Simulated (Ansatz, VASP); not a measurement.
## HfO2 in VASP and in Ansatz

```xyz
3
Lattice="0.0000 2.5575 2.5575 2.5575 0.0000 2.5575 2.5575 2.5575 0.0000" Properties=species:S:1:pos:R:3 pbc="T T T"
Hf    0.0000    0.0000    0.0000
O     3.8363    3.8363    3.8363
O     1.2788    1.2788    1.2788
```

Alike in both runs: task single point; functional PBE; k mesh 9 × 9 × 9; occupations gaussian, width 0.024 eV; no spin polarisation.

|  | VASP | Ansatz |
| --- | --- | --- |
| version | VASP 6.6.1 | Ansatz 0.2.0 |
| potentials or method | VASP PAW PBE potentials, release 64 (Hf_pv, O) | Ansatz PAW |
| plane-wave cutoff (eV) | 520 | 420 |
| valence electrons in the cell | 22 | 38 |

Ansatz gave:

| Property | Result |
| --- | --- |
| gap on the k mesh at the Fermi level (eV) | 3.83 |
| least direct gap on the mesh (eV) | 3.94 |
| pressure (GPa) | -2.5 |

Question: What did VASP give for the same quantities?

Answer: gap on the k mesh at the Fermi level (eV): 3.84; least direct gap on the mesh (eV): 3.95; pressure (GPa): -6.0.

With one functional, cell and mesh, what is left measures potentials, basis and numerics. VASP's potentials hold 22 valence electrons a cell and Ansatz's 38, so a difference there can come from the potentials and not from the codes.

Spin-orbit coupling is off throughout. Noted on Ansatz's run: odd divisions of the mesh miss points on the zone boundary, where band edges often lie, so the gap on the mesh can be too wide.
